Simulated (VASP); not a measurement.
Mg8O9 (a cell with a defect): single point with PBEsol

System: Mg8O9 (a cell with a defect).

```
CELL_PARAMETERS angstrom
0.00000 3.89500 3.89500
3.89500 0.00000 3.89500
3.89500 3.89500 0.00000
ATOMIC_POSITIONS crystal
Mg 0.01951 0.99472 0.98984
Mg 0.98998 0.03188 0.49541
Mg 0.00274 0.51147 0.97320
Mg 0.99009 0.48167 0.49558
Mg 0.52520 0.03193 0.96058
Mg 0.51234 0.00176 0.48300
Mg 0.52502 0.48150 0.96052
Mg 0.49563 0.51858 0.46602
O 0.25757 0.25666 0.22812
O 0.25764 0.25668 0.72802
O 0.13616 0.75675 0.34945
O 0.25749 0.75662 0.72796
O 0.75763 0.25651 0.22803
O 0.75769 0.25668 0.72798
O 0.75759 0.75656 0.22810
O 0.75759 0.75660 0.72789
O 0.37956 0.75680 0.10601
```

```yaml
Program: VASP 6.6.1
Task: single point
Functional: PBEsol
Potentials_or_basis: VASP PAW PBE potentials, release 64 (Mg, O)
Cutoff: 520 eV
k_mesh: 2 × 2 × 2
Occupations: fermi-dirac, width 0.05 eV
Spin: collinear spin
Starting_moments: "[0.0, 0.0, 0.0, 0.0, 0.0, 0.0, 0.0, 0.0, 0.0, 0.0, 0.0, 0.0, 0.0, 0.0, 0.0, 0.0, 1.0] μB"
```

```json
{
 "Pressure": "94.1 GPa",
 "Largest force": "0.286 eV/Å",
 "Band gap on the k mesh": "5.76 eV",
 "Net moment": "0.00 μB per cell",
 "Valence electrons inside the program's atomic spheres": "Mg 0.60, 0.76, 0.61 (each value once); O 5.24, 5.31, 5.35, 5.25 (each value once)"
}
```

Forces on the atoms (eV/Å):
```
Mg   0.000  0.020  0.004
Mg   0.019  0.009  0.010
Mg   0.001 -0.013 -0.003
Mg  -0.020 -0.001 -0.019
Mg   0.004 -0.009  0.004
Mg  -0.006  0.005  0.004
Mg  -0.016 -0.001 -0.011
Mg  -0.002 -0.009  0.005
O    0.001 -0.004  0.001
O    0.002  0.002 -0.003
O    0.197 -0.002 -0.207
O    0.007  0.008  0.003
O    0.007 -0.012  0.003
O   -0.001 -0.002  0.004
O    0.002 -0.001  0.007
O    0.005  0.014  0.014
O   -0.197 -0.005  0.184
```

Stress tensor (GPa, compression positive):
```
105.12   0.01  -1.42
  0.01  72.18  -0.02
 -1.42  -0.02 105.13
```

Levels at points of the mesh, in eV from the valence-band top:
Spin up:
```tsv
k point	band 31	band 32	band 33	band 34	band 35	band 36	band 37	band 38	band 39	band 40
(0.00, 0.00, 0.00)	-2.09	-1.95	-1.56	-1.54	-1.45	5.76	7.04	7.18	7.37	7.46
(0.50, 0.00, 0.00)	-2.07	-1.98	-1.24	-0.91	-0.78	6.12	7.71	7.77	8.85	9.02
(0.00, 0.50, 0.00)	-2.15	-1.94	-1.89	-1.81	-0.29	7.55	7.57	8.22	8.91	9.02
(0.00, 0.00, 0.50)	-2.07	-1.98	-1.24	-0.91	-0.78	6.12	7.71	7.77	8.85	9.02
(0.50, 0.50, 0.50)	-2.15	-1.94	-1.89	-1.81	-0.29	7.55	7.57	8.22	8.91	9.02
(0.50, 0.50, 0.00)	-2.49	-2.04	-1.27	-0.80	-0.75	6.16	9.08	9.17	9.65	9.69
(0.00, 0.50, 0.50)	-2.49	-2.04	-1.27	-0.80	-0.75	6.16	9.08	9.17	9.65	9.69
(0.50, 0.00, 0.50)	-2.35	-2.24	-2.24	-0.68	0.00	7.54	8.97	9.15	9.48	9.81
```
Spin down:
```tsv
k point	band 33	band 34	band 35	band 36	band 37	band 38
(0.00, 0.00, 0.00)	-1.56	-1.54	-1.45	5.76	7.04	7.18
(0.50, 0.00, 0.00)	-1.24	-0.91	-0.78	6.12	7.71	7.77
(0.00, 0.50, 0.00)	-1.89	-1.81	-0.29	7.55	7.57	8.22
(0.00, 0.00, 0.50)	-1.24	-0.91	-0.78	6.12	7.71	7.77
(0.50, 0.50, 0.50)	-1.89	-1.81	-0.29	7.55	7.57	8.22
(0.50, 0.50, 0.00)	-1.27	-0.80	-0.75	6.16	9.08	9.17
(0.00, 0.50, 0.50)	-1.27	-0.80	-0.75	6.16	9.08	9.17
(0.50, 0.00, 0.50)	-2.24	-0.68	0.00	7.55	8.97	9.15
```

Run time: 3.8 min on 1 thread of Intel(R) Xeon(R) Platinum 8375C CPU @ 2.90GHz (Ice Lake), with other jobs on the host, peak memory 0.34 GiB.

Caveat: the k points lie up to 0.70 Å⁻¹ apart; the PAW data sets were made with another functional, which shifts forces and pressure a little.
